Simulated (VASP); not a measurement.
# Al3Ga13As16 (P1) in VASP: notebook, part 2 of 2

VASP 6.6.1.

## 3. Single point, r2SCAN

The input, POSCAR:

```
Al3Ga13As16
1.0
   11.3260050000      0.0000000000      0.0000000000
    0.0000000000     11.3260050000      0.0000000000
    0.0000000000      0.0000000000     11.3260050000
Ga Al As
26 6 32
Direct
    0.0003530000      0.9993640000      0.0002310000
    0.0003200000      0.9996090000      0.4999640000
    0.0002350000      0.5002790000      0.4997930000
    0.5002550000      0.9997540000      0.0002070000
    0.5002170000      0.9999750000      0.5000830000
    0.4998120000      0.5005110000      0.9999450000
    0.4997630000      0.4999120000      0.5000020000
    0.2499920000      0.2502900000      0.4995150000
    0.2498960000      0.7501140000      0.0000810000
    0.2499650000      0.7500030000      0.4996850000
    0.7496860000      0.2502170000      0.5002870000
    0.7499220000      0.7504160000      0.9997490000
    0.7503100000      0.7500860000      0.4998430000
    0.2504010000      0.9996170000      0.2502570000
    0.2505450000      0.9998350000      0.7498130000
    0.2502220000      0.5002580000      0.2499850000
    0.2504050000      0.5005580000      0.7494860000
    0.7499050000      0.9997860000      0.2504250000
    0.7503090000      0.9997860000      0.7500000000
    0.7497540000      0.5006980000      0.7494710000
    0.0001620000      0.7497360000      0.2498710000
    0.0000870000      0.7501360000      0.7497660000
    0.4996710000      0.2497650000      0.2502200000
    0.4999640000      0.2502600000      0.7496870000
    0.4998950000      0.7500680000      0.2498400000
    0.4999780000      0.7499910000      0.7499720000
    0.9999060000      0.4998620000      0.9990040000
    0.2500880000      0.2498730000      0.9994310000
    0.7493600000      0.2499700000      0.9994860000
    0.7496950000      0.4993760000      0.2495010000
    0.9995970000      0.2492060000      0.2496540000
    0.9999160000      0.2493200000      0.7492060000
    0.1256440000      0.1245420000      0.1250850000
    0.1256370000      0.1246210000      0.6244230000
    0.1248090000      0.6247310000      0.1244530000
    0.1249370000      0.6251320000      0.6246240000
    0.6249610000      0.1248670000      0.1253820000
    0.6250630000      0.1250380000      0.6252150000
    0.6250180000      0.6254590000      0.1247540000
    0.6247280000      0.6252570000      0.6245580000
    0.3750760000      0.3748400000      0.1247860000
    0.3747650000      0.3748540000      0.6246720000
    0.3749940000      0.8748210000      0.1248410000
    0.3750650000      0.8747030000      0.6247350000
    0.8752300000      0.3748800000      0.1244710000
    0.8748430000      0.3753640000      0.6248240000
    0.8749170000      0.8748810000      0.1251200000
    0.8750450000      0.8748770000      0.6248870000
    0.3750350000      0.1248400000      0.3751340000
    0.3756540000      0.1248310000      0.8748460000
    0.3749150000      0.6249560000      0.3747600000
    0.3749200000      0.6252180000      0.8749120000
    0.8747930000      0.1247590000      0.3757180000
    0.8752340000      0.1247110000      0.8753250000
    0.8746920000      0.6247670000      0.3746280000
    0.8748530000      0.6255970000      0.8746690000
    0.1247320000      0.3747610000      0.3744120000
    0.1252600000      0.3750230000      0.8738860000
    0.1248000000      0.8746650000      0.3746290000
    0.1251070000      0.8749040000      0.8746940000
    0.6245200000      0.3747020000      0.3752320000
    0.6246720000      0.3756890000      0.8744820000
    0.6249000000      0.8747850000      0.3749850000
    0.6249450000      0.8750070000      0.8747580000
```

The input, INCAR.step1:

```
SYSTEM = Al3Ga13As16
  PREC = Accurate
  ENCUT = 550
  ISMEAR = -1
  SIGMA = 0.05
  LREAL = Auto
  LASPH = .TRUE.
  NELM = 120
  ISYM = -1
  NBANDS = 296
  GGA = PE
  ALGO = Normal
  EDIFF = 1E-5
  LWAVE = .TRUE.
  LCHARG = .FALSE.
  GGA_COMPAT = .FALSE.
  KPAR = 1
```

The input, INCAR.step2:

```
SYSTEM = Al3Ga13As16
  PREC = Accurate
  ENCUT = 550
  EDIFF = 1E-6
  ISMEAR = -1
  SIGMA = 0.05
  LREAL = Auto
  LASPH = .TRUE.
  NELM = 120
  ALGO = Normal
  ISIF = 2
  LWAVE = .FALSE.
  LCHARG = .TRUE.
  METAGGA = R2SCAN
  LMIXTAU = .TRUE.
  LELF = .TRUE.
  LVHAR = .TRUE.
  ISYM = -1
  NBANDS = 296
  ISTART = 1
  GGA_COMPAT = .FALSE.
  KPAR = 1
```

The input, KPOINTS:

```
explicit points
1
Reciprocal
  0.25000000   0.25000000   0.25000000 1
```

Potentials or basis: VASP PAW PBE potentials, release 64 (Ga_d, Al, As).

Command:

```bash
cat potpaw_PBE.64/Ga_d/POTCAR potpaw_PBE.64/Al/POTCAR potpaw_PBE.64/As/POTCAR > POTCAR
cp INCAR.step1 INCAR
mpirun -np 4 vasp_std > vasp.out
cp INCAR.step2 INCAR
mpirun -np 4 vasp_std > vasp.out
```

Wall time 11 min (4 MPI ranks of Intel Xeon 6975P-C (Granite Rapids), shared host); peak memory 0.65 GiB.

The run converged. Its results:

| Quantity | Value |
| --- | --- |
| Free energy | -839.4761 eV |
| Pressure | 0.3 GPa |
| Largest force | 0.067 eV/Å |
| Band gap on the k mesh | 1.89 eV |

Forces on the atoms (eV/Å):
```
Ga  -0.003  0.000  0.002
Ga   0.005 -0.007  0.003
Ga  -0.002  0.003  0.001
Ga   0.003  0.003  0.004
Ga   0.005  0.010  0.011
Ga   0.006  0.014  0.006
Ga   0.001  0.009  0.006
Ga   0.011 -0.004  0.002
Ga   0.010  0.006  0.009
Ga   0.006  0.008 -0.003
Ga  -0.006  0.002  0.004
Ga  -0.001  0.014 -0.002
Ga   0.003  0.004  0.006
Ga   0.000 -0.003  0.005
Ga   0.015 -0.005 -0.007
Ga   0.013  0.010  0.004
Ga   0.007  0.005 -0.001
Ga   0.003  0.001  0.012
Ga  -0.003 -0.001  0.009
Ga  -0.005  0.018 -0.005
Ga   0.008  0.005  0.009
Ga   0.005  0.010 -0.007
Ga   0.005  0.005  0.014
Ga   0.003  0.008 -0.003
Ga   0.001  0.004  0.004
Ga   0.009  0.006  0.001
Al   0.021 -0.001  0.000
Al  -0.001  0.000 -0.009
Al   0.005 -0.018  0.005
Al  -0.004  0.016  0.014
Al   0.009 -0.001  0.006
Al   0.005  0.011 -0.004
As  -0.012  0.058  0.002
As  -0.037  0.024  0.033
As  -0.034 -0.033 -0.026
As  -0.003 -0.011  0.008
As   0.013  0.028 -0.036
As   0.002 -0.013 -0.009
As   0.014 -0.042  0.024
As  -0.003 -0.013 -0.004
As  -0.039 -0.026 -0.028
As   0.004  0.007  0.001
As  -0.007 -0.001 -0.009
As  -0.004  0.001  0.005
As  -0.013 -0.002  0.011
As   0.032 -0.034  0.014
As   0.001 -0.008 -0.011
As  -0.002  0.003 -0.013
As  -0.011 -0.003 -0.010
As  -0.030  0.016  0.029
As  -0.001 -0.011 -0.003
As  -0.017 -0.006 -0.009
As   0.028  0.025 -0.043
As   0.005  0.047 -0.012
As  -0.021 -0.029 -0.031
As   0.017 -0.037  0.021
As  -0.030 -0.023 -0.023
As  -0.037 -0.026  0.050
As   0.003 -0.002 -0.003
As  -0.004 -0.003 -0.004
As   0.039  0.025 -0.041
As   0.022 -0.040  0.028
As  -0.008 -0.004 -0.005
As  -0.002  0.000 -0.002
```

Stress tensor (GPa, compression positive):
```
 0.26 -0.66 -0.66
-0.66  0.26 -0.66
-0.66 -0.66  0.26
```

Levels at points of the mesh, in eV from the valence-band top:
```
           k point  band 255  band 256  band 257  band 258  band 259  band 260  band 261  band 262
(0.25, 0.25, 0.25)     -0.47     -0.46      0.00      0.00      1.89      2.24      2.26      2.30
```

Caveat: the PAW data sets were made with another functional, which shifts forces and pressure a little; a shifted mesh leaves out Γ, where band edges can lie.
